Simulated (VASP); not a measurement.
Wanted: the native input for a VASP 6.6.1 run.

```
Task                   : single point
Functional             : PBE
Potentials or basis    : VASP PAW PBE potentials, release 64 (Mo_sv)
Cutoff                 : 520 eV
k mesh                 : 10 × 10 × 16
Occupations            : fermi-dirac, width 0.1 eV
Spin                   : no spin polarisation
Dipole correction      : no
Further INCAR settings : ALGO = Normal; EDIFF = 1e-07; NBANDS = 28
```

The structure of Mo lies in POSCAR:

```
Mo
1.0
    4.6054900469      0.0000000000      0.0000000000
   -2.3027450235      3.9884713775      0.0000000000
    0.0000000000      0.0000000000      2.5283302350
Mo
3
Direct
    0.0000000000      0.0000000000      1.0000000000
    0.3333333333      0.6666666667      0.5000000000
    0.6666666667      0.3333333333      0.5000000000
```

This isn't the form of Mo at room conditions, which is bcc.

The input as run:

INCAR

```
SYSTEM = Mo
PREC = Accurate ; ENCUT = 520
EDIFF = 1E-7 ; ISMEAR = -1
SIGMA = 0.1 ; LREAL = .False.
LASPH = .True. ; NELM = 100
ALGO = Normal ; ISIF = 2
LWAVE = .False. ; LCHARG = .True.
GGA = PE ; LELF = .True.
LVHAR = .True. ; NBANDS = 28
```

KPOINTS

```
regular mesh
0
Gamma
  10 10 16
  0 0 0
```

Potentials or basis: VASP PAW PBE potentials, release 64 (Mo_sv).

The run is started by

```console
$ cat potpaw_PBE.64/Mo_sv/POTCAR > POTCAR
$ mpirun -np 1 vasp_std > vasp.out
```

Results of the run:

* Pressure: 11.2 GPa
* Band gap on the k mesh: zero (bands 21 and 22 overlap by 1.48 eV)

Caveat: the cell stands under pressure.

Wall time 67 s on 1 thread of Intel(R) Xeon(R) 6975P-C (Granite Rapids) (shared host), peak memory 0.25 GiB.
